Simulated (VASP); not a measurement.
# CuO in VASP: a series of runs, part 2 of 2

VASP 6.6.1. Earlier steps stand in the parts before.

### 4 Single point, PBE (volume scaled by 0.94)

INCAR

```
SYSTEM = CuO
  ALGO = Normal
  EDIFF = 1E-6
  ENCUT = 520
  GGA = PE
  ISIF = 2
  ISMEAR = -1
  LASPH = .True.
  LCHARG = .False.
  LREAL = .False.
  LWAVE = .False.
  NBANDS = 25
  NELM = 60
  PREC = Accurate
  SIGMA = 0.05
```

KPOINTS

```
k-points
0
Gamma
  9 9 5
  0 0 0
```

POSCAR

```
CuO
1.0
    2.8207191443      0.0000000000      0.0000000000
    0.0382751310      2.8205021813      0.0000000000
    0.0171382374      0.0168928653      5.0706699737
Cu O
2 2
Direct
    0.0000000000      0.5000000000      0.0000000000
    0.5000000000      0.0000000000      0.5000000000
    0.9984239700      0.0016717800      0.7498871000
    0.0015760300      0.9983282200      0.2501129000
```

The run is started by

```bash
cat potpaw_PBE.64/Cu/POTCAR potpaw_PBE.64/O/POTCAR > POTCAR
mpirun -np 1 vasp_std > vasp.out
```

Wall time 70 s (1 thread of Intel Xeon 6975P-C (Granite Rapids), shared host); peak memory 0.29 GiB.

Results (log left out):

```
Free energy            : -19.4837 eV
Pressure               : 19.5 GPa
Largest force          : 0.013 eV/Å
Band gap on the k mesh : zero (band 17 reaches 6.81 eV, above the bottom of band 18 at 5.82 eV)
```

Forces on the atoms (eV/Å):
```
Cu   0.000  0.000  0.000
Cu   0.000  0.000  0.000
O   -0.002  0.000  0.013
O    0.002  0.000 -0.013
```

Stress tensor (GPa, compression positive):
```
18.33  0.07  0.05
 0.07 18.25  0.07
 0.05  0.07 21.90
```

Levels at points of the mesh, in eV from the Fermi level:
```tsv
k point	band 14	band 15	band 16	band 17	band 18	band 19	band 20	band 21
(0.00, 0.00, 0.00)	-2.66	-2.56	-2.22	0.70	0.73	1.69	6.27	7.67
```

Caveat: semilocal functionals often make such compounds metallic where correlation or magnetic order opens a gap, which also shifts bond lengths.

### 5 Single point, PBE (volume scaled by 0.96)

INCAR

```
SYSTEM = CuO
PREC = Accurate ; ENCUT = 520
EDIFF = 1E-7 ; ISMEAR = -1
SIGMA = 0.05 ; LREAL = .False.
LASPH = .True. ; NELM = 100
ALGO = Normal ; ISIF = 2
LWAVE = .False. ; LCHARG = .False.
GGA = PE ; NBANDS = 25
```

KPOINTS

```
regular mesh
0
Gamma
  9 9 5
  0 0 0
```

POSCAR

```
CuO
1.0
    2.8405840181      0.0000000000      0.0000000000
    0.0385446830      2.8403655272      0.0000000000
    0.0172589332      0.0170118330      5.1063800938
Cu O
2 2
Direct
    0.0000000000      0.5000000000      0.0000000000
    0.5000000000      0.0000000000      0.5000000000
    0.9984239700      0.0016717800      0.7498871000
    0.0015760300      0.9983282200      0.2501129000
```

Potentials or basis: VASP PAW PBE potentials, release 64 (Cu, O).

The run is started by

```bash
cat potpaw_PBE.64/Cu/POTCAR potpaw_PBE.64/O/POTCAR > POTCAR
mpirun -np 1 vasp_std > vasp.out
```

OUTCAR:

```text
SYSTEM = CuO
   PREC = Accurate
   ENCUT = 520
   EDIFF = 1E-7
   ISMEAR = -1
   LREAL = .False.
   LASPH = .True.
   NELM = 100
   ISIF = 2
   GGA = PE

 ion  position               nearest neighbor table
   1  0.000  0.500  0.000-   3 1.91   4 1.91   3 1.91   4 1.91
   2  0.500  0.000  0.500-   3 1.91   4 1.91   4 1.91   3 1.91
   3  0.998  0.002  0.750-   2 1.91   2 1.91   1 1.91   1 1.91
   4  0.002  0.998  0.250-   2 1.91   2 1.91   1 1.91   1 1.91

  LATTYP: Found a base centered monoclinic cell.
 ALAT       =    10.9666693254
 B/A-ratio  =     0.3638182808
 C/A-ratio  =     0.4656324948
 COS(beta)  =    -0.9295148209

  Lattice vectors:

 A1 = (   2.8233250849,  -0.0170118330,  -5.1063800938)
 A2 = (   0.0212857498,   2.8233536942,  -5.1063800938)
 A3 = (   0.0172589332,   0.0170118330,   5.1063800938)

Analysis of symmetry for initial positions (statically):
=====================================================================
 Subroutine PRICEL returns:
 Original cell was already a primitive cell.

 Routine SETGRP: Setting up the symmetry group for a
 base centered monoclinic supercell.

[... 171 lines left out ...]

 val. band max:        5.8139756020   @ k =   0.4444   0.4444   0.4000
 cond. band min:       5.8396154801   @ k =  -0.1111   0.2222   0.0000
 fundamental gap:      0.0256398781
 Fermi energy:         5.8162208960

 k-point     1 :       0.0000    0.0000    0.0000
  band No.  band energies     occupation
      1     -14.5825      2.00000
      2     -13.1659      2.00000
      3      -2.9729      2.00000
      4      -0.0404      2.00000
      5      -0.0115      2.00000
      6       1.6939      2.00000
[... 661 lines left out ...]
     24      18.3307      0.00000
     25      21.9441      0.00000

 [... further k-points ...]

------------------------ aborting loop because EDIFF is reached ----------------------------------------

  FORCE on cell =-STRESS in cart. coord.  units (eV):
  Direction    XX          YY          ZZ          XY          YZ          ZX
  --------------------------------------------------------------------------------------
  -------------------------------------------------------------------------------------
  Total        3.6442745      3.6259559      4.0900497      0.0084408      0.0134640      0.0086034
  in kB      141.7185352    141.0061595    159.0538396      0.3282475      0.5235888      0.3345680
  external PRESSURE =     147.2595114 kB  Pullay stress =       0.0000000 kB

 VOLUME and BASIS-vectors are now :
 -----------------------------------------------------------------------------
  energy-cutoff  :      520.00
  volume of cell :       41.20
      direct lattice vectors                 reciprocal lattice vectors
     2.840584018  0.000000000  0.000000000     0.352040282 -0.004777301 -0.001173937
     0.038544683  2.840365527  0.000000000     0.000000000  0.352067363 -0.001172907
     0.017258933  0.017011833  5.106380094     0.000000000  0.000000000  0.195833444

 POSITION                                       TOTAL-FORCE (eV/Angst)
 -----------------------------------------------------------------------------------
      0.01927      1.42018      0.00000        -0.000000      0.000000      0.000000
      1.42892      0.00851      2.55319        -0.000000     -0.000000      0.000000
      2.84911      0.01751      3.82921        -0.000051     -0.001718      0.011459
      0.04727      2.83987      1.27717         0.000051      0.001718     -0.011459
 -----------------------------------------------------------------------------------
    total drift:                                0.000000     -0.000000     -0.000000

  FREE ENERGIE OF THE ION-ELECTRON SYSTEM (eV)
  ---------------------------------------------------
  free  energy   TOTEN  =       -19.5764322858 eV

  energy  without entropy=      -19.5574681644  energy(sigma->0) =      -19.56695023
```

OSZICAR:

```text
N       E                     dE             d eps       ncg     rms          rms(c)
DAV:   1     0.296353663616E+03    0.29635E+03   -0.16440E+04 10727   0.215E+03
DAV:   2     0.112366028354E+02   -0.28512E+03   -0.26317E+03 10265   0.398E+02
DAV:   3    -0.246745048272E+02   -0.35911E+02   -0.34073E+02 12900   0.157E+02
DAV:   4    -0.258541413545E+02   -0.11796E+01   -0.11736E+01 12320   0.302E+01
DAV:   5    -0.258765807514E+02   -0.22439E-01   -0.22429E-01 13317   0.374E+00    0.178E+01
DAV:   6    -0.229292092738E+02    0.29474E+01   -0.36227E+01 14494   0.154E+02    0.129E+01
DAV:   7    -0.195181655112E+02    0.34110E+01   -0.99125E+00 12388   0.116E+02    0.258E+00
DAV:   8    -0.196128328941E+02   -0.94667E-01   -0.14389E+00 10701   0.817E+00    0.166E+00
DAV:   9    -0.195924680167E+02    0.20365E-01   -0.11809E-01 16403   0.112E+01    0.127E+00
DAV:  10    -0.195818928265E+02    0.10575E-01   -0.80885E-02 16082   0.793E+00    0.561E-01
DAV:  11    -0.195767523214E+02    0.51405E-02   -0.69134E-03 16015   0.162E+00    0.296E-01
DAV:  12    -0.195763611837E+02    0.39114E-03   -0.51292E-03 15620   0.843E-01    0.519E-02
DAV:  13    -0.195764205618E+02   -0.59378E-04   -0.32156E-04 15903   0.390E-01    0.483E-02
DAV:  14    -0.195764346312E+02   -0.14069E-04   -0.71733E-05 15118   0.195E-01    0.138E-02
DAV:  15    -0.195764325323E+02    0.20989E-05   -0.96353E-06 16107   0.316E-02    0.558E-03
DAV:  16    -0.195764322636E+02    0.26869E-06   -0.17459E-06 15231   0.290E-02    0.814E-04
DAV:  17    -0.195764322858E+02   -0.22163E-07   -0.17076E-07  7706   0.523E-03
   1 F= -.19576432E+02 E0= -.19566950E+02  d E =-.189641E-01
```

stdout:

```text
POSCAR found type information on POSCAR CuO
 POSCAR found :  2 types and       4 ions
 scaLAPACK will be used
 LDA part: xc-table for (Slater+PW92), standard interpolation
 POSCAR, INCAR and KPOINTS ok, starting setup
 FFT: planning ... GRIDC
 FFT: planning ... GRID_SOFT
 FFT: planning ... GRID
 WAVECAR not read
 entering main loop
```

Wall time 77 s (1 thread of Intel Xeon 6975P-C (Granite Rapids), shared host); peak memory 0.29 GiB.

Results:

```
Free energy            : -19.5764 eV
Pressure               : 14.7 GPa
Largest force          : 0.012 eV/Å
Band gap on the k mesh : zero (band 17 reaches 6.50 eV, above the bottom of band 18 at 5.53 eV)
```

Forces on the atoms (eV/Å):
```
Cu   0.000  0.000  0.000
Cu   0.000  0.000  0.000
O    0.000 -0.002  0.011
O    0.000  0.002 -0.011
```

Stress tensor (GPa, compression positive):
```
14.17  0.03  0.03
 0.03 14.10  0.05
 0.03  0.05 15.91
```

Caveat: semilocal functionals often make such compounds metallic where correlation or magnetic order opens a gap, which also shifts bond lengths.

### 6 Single point, PBE (atoms moved at random)

INCAR

```
  PREC = Accurate
  ENCUT = 520
  EDIFF = 1E-6
  ISMEAR = -1
  SIGMA = 0.05
  LREAL = False
  LASPH = True
  NELM = 60
  ALGO = Normal
  ISIF = 2
  LWAVE = False
  LCHARG = True
  GGA = PE
  LELF = True
  LVHAR = True
  NBANDS = 25
```

KPOINTS

```
regular mesh
0
Gamma
  9 9 5
```

POSCAR

```
CuO
1.0
    2.8795009639      0.0000000000      0.0000000000
    0.0390727580      2.8792794796      0.0000000000
    0.0174953863      0.0172449008      5.1763391994
Cu O
2 2
Direct
   -0.0130100000      0.5065550000     -0.0001290000
    0.4863870000      0.0009910000      0.5025370000
    0.9959260000     -0.0093790000      0.7470280000
    0.0000390000      0.9917150000      0.2500130000
```

Potentials or basis: VASP PAW PBE potentials, release 64 (Cu, O).

The run is started by

```bash
cat potpaw_PBE.64/Cu/POTCAR potpaw_PBE.64/O/POTCAR > POTCAR
mpirun -np 1 vasp_std > vasp.out
```

OUTCAR:

```text
PREC = Accurate
   ENCUT = 520
   EDIFF = 1E-6
   ISMEAR = -1
   LREAL = False
   LASPH = True
   NELM = 60
   ISIF = 2
   GGA = PE

 ion  position               nearest neighbor table
   1  0.987  0.507  1.000-   4 1.91   3 1.91   4 1.97   3 1.98
   2  0.486  0.001  0.503-   3 1.89   4 1.92   3 1.94   4 1.97
   3  0.996  0.991  0.747-   2 1.89   1 1.91   2 1.94   1 1.98
   4  0.000  0.992  0.250-   1 1.91   2 1.92   1 1.97   2 1.97

  LATTYP: Found a base centered monoclinic cell.
 ALAT       =    11.1169163425
 B/A-ratio  =     0.3638182808
 C/A-ratio  =     0.4656324948
 COS(beta)  =    -0.9295148209

  Lattice vectors:

 A1 = (   2.8620055776,  -0.0172449008,  -5.1763391994)
 A2 = (   0.0215773717,   2.8620345788,  -5.1763391994)
 A3 = (   0.0174953863,   0.0172449008,   5.1763391994)

Analysis of symmetry for initial positions (statically):
=====================================================================
 Subroutine PRICEL returns:
 Original cell was already a primitive cell.

 Routine SETGRP: Setting up the symmetry group for a
 base centered monoclinic supercell.

 Subroutine GETGRP returns: Found  1 space group operations
 (whereof  1 operations were pure point group operations)
 out of a pool of  4 trial point group operations.

The static configuration has the point symmetry C_1 .

Analysis of symmetry for dynamics (positions and initial velocities):
=====================================================================
 Subroutine PRICEL returns:
 Original cell was already a primitive cell.

 Routine SETGRP: Setting up the symmetry group for a
 base centered monoclinic supercell.

 Subroutine GETGRP returns: Found  1 space group operations
 (whereof  1 operations were pure point group operations)
 out of a pool of  4 trial point group operations.

[... 120 lines left out ...]
   EFERMI_NEDOS =   21; number of points for ismear=-14 and -15
   IALGO  =     38    algorithm
   IMIX   =      4    mixing-type and parameters
     AMIX     =   0.40;   BMIX     =  1.00
     AMIX_MAG =   1.60;   BMIX_MAG =  1.00
  volume/ion in A,a.u.               =      10.73        72.40
  Fermi-wavevector in a.u.,A,eV,Ry     =   1.514816  2.862587 31.220846  2.294667
  Thomas-Fermi vector in A             =   2.624423
   LORBIT       =      0    0 simple, 1 ext, 2 COOP (PROOUT), +10 PAW based schemes
   GGA     = PE    functional components
   LHFCALC =     F    Hartree Fock is set to
   AEXX    =    0.0000 exact exchange contribution
   IVDW    =     0    specifies the selected vdW correction
   LEPSILON=     F    determine dielectric tensor
   LRPA    =     F    only Hartree local field effects (RPA)
 non-spin polarized calculation
  energy-cutoff  :      520.00
  volume of cell :       42.92
 maximum number of plane-waves:      1171
 NGX is ok and might be reduce to    24

 number of electron      33.9999999 magnetization

 Free energy of the ion-electron system (eV)
  ---------------------------------------------------
  ext. energy  EPLUGINS =         0.00000000
  ---------------------------------------------------
  free energy    TOTEN  =       -19.65906574 eV

  energy without entropy =      -19.63957885  energy(sigma->0) =      -19.64932229

 E-fermi :   5.2525     XC(G=0): -11.5046

 val. band max:        5.2477951414   @ k =  -0.4444   0.4444  -0.4000
 cond. band min:       5.2711331379   @ k =  -0.2222   0.1111   0.0000
 fundamental gap:      0.0233379965
 Fermi energy:         5.2524519457

 k-point     1 :       0.0000    0.0000    0.0000
  band No.  band energies     occupation
      1     -14.7425      2.00000
      2     -13.4375      2.00000
      3      -3.0967      2.00000
      4      -0.3268      2.00000
      5      -0.2220      2.00000
      6       1.3625      2.00000
[... 661 lines left out ...]
     24      17.5322      0.00000
     25      20.9978      0.00000

 [... further k-points ...]

------------------------ aborting loop because EDIFF is reached ----------------------------------------

  FORCE on cell =-STRESS in cart. coord.  units (eV):
  Direction    XX          YY          ZZ          XY          YZ          ZX
  --------------------------------------------------------------------------------------
  -------------------------------------------------------------------------------------
  Total        2.0370736      1.8661463      1.6806399      0.0274269     -0.0674467     -0.0257782
  in kB       76.0490030     69.6678626     62.7424484      1.0239143     -2.5179534     -0.9623637
  external PRESSURE =      69.4864380 kB  Pullay stress =       0.0000000 kB

 VOLUME and BASIS-vectors are now :
 -----------------------------------------------------------------------------
  energy-cutoff  :      520.00
  volume of cell :       42.92
      direct lattice vectors                 reciprocal lattice vectors
     2.879500964  0.000000000  0.000000000     0.347282398 -0.004712735 -0.001158071
     0.039072758  2.879279480  0.000000000     0.000000000  0.347309112 -0.001157055
     0.017495386  0.017244901  5.176339199     0.000000000  0.000000000  0.193186722

 POSITION                                       TOTAL-FORCE (eV/Angst)
 -----------------------------------------------------------------------------------
      2.87932      1.47576      5.17567         0.115127     -0.688714     -0.013498
      1.40938      0.01152      2.60130         0.552866     -0.105620     -0.333989
      2.91955      2.86516      3.86687        -0.345711      0.417104      0.298637
      0.04324      2.85974      1.29415        -0.322283      0.377229      0.048850
 -----------------------------------------------------------------------------------
    total drift:                                0.000924      0.000819      0.000031

  FREE ENERGIE OF THE ION-ELECTRON SYSTEM (eV)
  ---------------------------------------------------
  free  energy   TOTEN  =       -19.6590657381 eV

  energy  without entropy=      -19.6395788452  energy(sigma->0) =      -19.64932229
```

OSZICAR:

```text
N       E                     dE             d eps       ncg     rms          rms(c)
DAV:   1     0.298720570185E+03    0.29872E+03   -0.16335E+04 10662   0.212E+03
DAV:   2     0.120681797960E+02   -0.28665E+03   -0.26450E+03 10342   0.394E+02
DAV:   3    -0.247337476273E+02   -0.36802E+02   -0.34865E+02 12902   0.157E+02
DAV:   4    -0.259659847346E+02   -0.12322E+01   -0.12259E+01 12427   0.307E+01
DAV:   5    -0.259912951780E+02   -0.25310E-01   -0.25298E-01 13263   0.389E+00    0.178E+01
DAV:   6    -0.233265649569E+02    0.26647E+01   -0.38666E+01 14451   0.156E+02    0.135E+01
DAV:   7    -0.195849428610E+02    0.37416E+01   -0.10403E+01 12393   0.120E+02    0.261E+00
DAV:   8    -0.197005030972E+02   -0.11556E+00   -0.16756E+00 13704   0.114E+01    0.183E+00
DAV:   9    -0.197317137108E+02   -0.31211E-01   -0.47880E-01 14882   0.210E+01    0.305E+00
DAV:  10    -0.196676056805E+02    0.64108E-01   -0.31509E-01 14797   0.158E+01    0.582E-01
DAV:  11    -0.196593646145E+02    0.82411E-02   -0.13465E-02 16672   0.262E+00    0.312E-01
DAV:  12    -0.196589111812E+02    0.45343E-03   -0.40720E-03 15556   0.867E-01    0.132E-01
DAV:  13    -0.196590065172E+02   -0.95336E-04   -0.33301E-04 15324   0.268E-01    0.586E-02
DAV:  14    -0.196590618750E+02   -0.55358E-04   -0.85076E-05 13713   0.197E-01    0.125E-02
DAV:  15    -0.196590658277E+02   -0.39527E-05   -0.23129E-05 15495   0.490E-02    0.350E-03
DAV:  16    -0.196590657381E+02    0.89612E-07   -0.46265E-07  7010   0.125E-02
   1 F= -.19659066E+02 E0= -.19649322E+02  d E =-.194869E-01
```

stdout:

```text
POSCAR found type information on POSCAR CuO
 POSCAR found :  2 types and       4 ions
 scaLAPACK will be used
 LDA part: xc-table for (Slater+PW92), standard interpolation
 POSCAR, INCAR and KPOINTS ok, starting setup
 FFT: planning ... GRIDC
 FFT: planning ... GRID_SOFT
 FFT: planning ... GRID
 WAVECAR not read
 entering main loop
```

It took 77 s on 1 thread of Intel Xeon 6975P-C (Granite Rapids), shared host; peak memory 0.3 GiB.

What came out:

```yaml
Free_energy: -19.6591 eV
Pressure: 6.9 GPa
Largest_force: 0.698 eV/Å
Band_gap_on_the_k_mesh: zero (band 17 reaches 5.90 eV, above the bottom of band 18 at 4.99 eV)
```

Forces on the atoms (eV/Å):
```
Cu   0.115 -0.689 -0.013
Cu   0.553 -0.106 -0.334
O   -0.346  0.417  0.299
O   -0.322  0.377  0.049
```

Levels at points of the mesh, in eV from the Fermi level:
| k point | band 15 | band 16 | band 17 | band 18 | band 19 | band 20 |
| --- | --- | --- | --- | --- | --- | --- |
| (0.00, 0.00, 0.00) | -2.34 | -2.03 | 0.65 | 0.71 | 1.52 | 6.25 |

Caveat: the cell differs from its parent crystal (atoms moved at random); semilocal functionals often make such compounds metallic where correlation or magnetic order opens a gap, which also shifts bond lengths.

### 7 Overview

```csv
cell,gap on the mesh (eV),pressure (GPa),largest force (eV/Å)
"a = 2.880, b = 2.880, c = 5.176 Å, angles 89.8, 89.8, 89.2°, 4 atoms",none,6.9,0.70
"a = 2.821, b = 2.821, c = 5.071 Å, angles 89.8, 89.8, 89.2°, 4 atoms",none,19.5,0.01
"a = 2.841, b = 2.841, c = 5.106 Å, angles 89.8, 89.8, 89.2°, 4 atoms",none,14.7,0.01
```

Some of these runs hold the atoms at other places in the same cell, which the table doesn't show; runs alike in all that it shows share one row.

Alike in all rows: task single point; level PBE; potentials or basis VASP PAW PBE potentials, release 64 (Cu, O); no spin polarisation; k mesh 9 × 9 × 5; cutoff (eV) 520; smearing fermi-dirac 0.05 eV.

Caveats: semilocal functionals often make such compounds metallic where correlation or magnetic order opens a gap, which also shifts bond lengths.

Absolute energies hang on the potentials; compare differences alone.
